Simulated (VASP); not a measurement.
Crystal: Ti3B.

```
B Ti
1.0
     0.00000    2.80500    2.80500
     2.80500    0.00000    2.80500
     2.80500    2.80500    0.00000
B Ti
1 3
Direct
  0.00000 0.00000 0.00000
  0.50000 0.50000 0.50000
  0.25000 0.25000 0.25000
  0.75000 0.75000 0.75000
```

| Quantity | Value |
| --- | --- |
| Program | VASP 6.6.1 |
| Task | relaxation of cell and atoms |
| Functional | PBEsol |
| Potentials or basis | VASP PAW PBE potentials, release 64 (B, Ti_sv) |
| Cutoff | 500 eV |
| k mesh | 7 × 7 × 7 |
| Occupations | methfessel-paxton, width 0.1 eV |
| Spin | no spin polarisation |

At the start: pressure 32.4 GPa; volume 11.03 Å³/atom.

**Question.** How do energy, volume and symmetry change on relaxing?

**Answer.** Over 4 steps the energy falls by 174.2 meV/atom and the volume is 12.98 Å³/atom (+17.7 %); space group Fm-3m (No. 225, to 0.1 Å) before and after.

The path:
| step | energy change (eV) | largest force (eV/Å) | pressure (GPa) | volume (Å³) |
| --- | --- | --- | --- | --- |
| 1 | 0.0000 | 0.0000 | 32.36 | 44.14 |
| 2 | -0.2467 | 0.0000 | -16.15 | 59.96 |
| 3 | -0.6966 | 0.0000 | -0.37 | 52.11 |
| 4 | -0.6967 | 0.0000 | 0.12 | 51.94 |

Final structure:
```
B Ti
1.0
     0.00000    2.96133    2.96133
     2.96133    0.00000    2.96133
     2.96133    2.96133    0.00000
B Ti
1 3
Cartesian
  0.0000 0.0000 0.0000
  2.9613 2.9613 2.9613
  1.4807 1.4807 1.4807
  4.4420 4.4420 4.4420
```

Caveat: the volume moved by over 15 % at a fixed basis, so the end points are rough; the PAW data sets were made with another functional, which shifts forces and pressure a little.
